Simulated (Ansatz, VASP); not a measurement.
## TaTiSi4 in VASP and in Ansatz

The input INCAR:

```
SYSTEM = TaTiSi4
  ALGO = Normal
  EDIFF = 1E-7
  EDIFFG = -0.04
  ENCUT = 500
  GGA = PE
  GGA_COMPAT = .False.
  IBRION = 2
  ISIF = 3
  ISMEAR = 0
  LASPH = .True.
  LCHARG = .False.
  LREAL = .False.
  LWAVE = .False.
  NELM = 120
  NELMIN = 4
  NSW = 90
  PREC = Accurate
  SIGMA = 0.1
```

The input KPOINTS:

```
k-points
0
Gamma
  4 4 4
  0 0 0
```

POSCAR

```
TaTiSi4
1.0
    0.0000000000      4.2458723200      4.3938281400
    2.4606055700      0.0000000000      4.3938281400
    2.4606055700      4.2458723200      0.0000000000
Ti Ta Si
1 1 4
Direct
    0.7500000000      0.7500000000      0.7500000000
    0.5000000000      0.5000000000      0.5000000000
    0.0830000000      0.4170000000      0.0830000000
    0.4170000000      0.0830000000      0.4170000000
    0.1670000000      0.8330000000      0.1670000000
    0.8330000000      0.1670000000      0.8330000000
```

Input for Ansatz:

```yaml
crystal:
  lattice:
    - [0.0, 4.24587232, 4.39382814]
    - [2.46060557, 0.0, 4.39382814]
    - [2.46060557, 4.24587232, 0.0]
  atoms:
    - { symbol: Ti, position: [0.75, 0.75, 0.75] }
    - { symbol: Ta, position: [0.5, 0.5, 0.5] }
    - { symbol: Si, position: [0.083, 0.417, 0.083] }
    - { symbol: Si, position: [0.417, 0.083, 0.417] }
    - { symbol: Si, position: [0.167, 0.833, 0.167] }
    - { symbol: Si, position: [0.833, 0.167, 0.833] }
basis:
  ecutwfc: 420
kpoints:
  mp_grid: { grid: [4, 4, 4] }
hamiltonian:
  xc: pbe
scf:
  occupations: { method: gaussian, width: 0.1 }
  lower_state_search: "off"
output:
  forces: true
  stress: true
  eigenvalues: true
relax:
  adjacent_minimum: "off"
  f_tol: 0.04
  max_steps: 70
  cell: { stress_tol: 0.4 }
```

Alike in both runs: task relaxation of cell and atoms; functional PBE; k mesh 4 × 4 × 4; occupations gaussian, width 0.1 eV; no spin polarisation.

```csv
,VASP,Ansatz
version,VASP 6.6.1,Ansatz 0.2.0
potentials or method,"VASP PAW PBE potentials, release 64 (Ti_sv, Ta_pv, Si), cutoff 500 eV","scalar-relativistic, plane waves, PAW"
valence electrons in the cell,39,41
```

Ansatz gave:

| Quantity | Value |
| --- | --- |
| gap on the k mesh at the Fermi level, each at its own relaxed structure (eV) | none |
| relaxed volume (Å³/atom) | 14.39 |
| relaxed cell length with the largest relative difference (Å) | 6.009 |

Q: Which values does VASP return?

A: gap on the k mesh at the Fermi level, each at its own relaxed structure (eV): none; relaxed volume (Å³/atom): 14.40; relaxed cell length with the largest relative difference (Å): 6.006.

A gap of «none» marks a metal or a gap that the smearing closes. VASP's potentials hold 39 valence electrons a cell and Ansatz's 41, so a difference there can come from the potentials and not from the codes.

The k mesh is coarse, so the values compare programs but aren't converged. Neither program's run includes spin-orbit coupling.
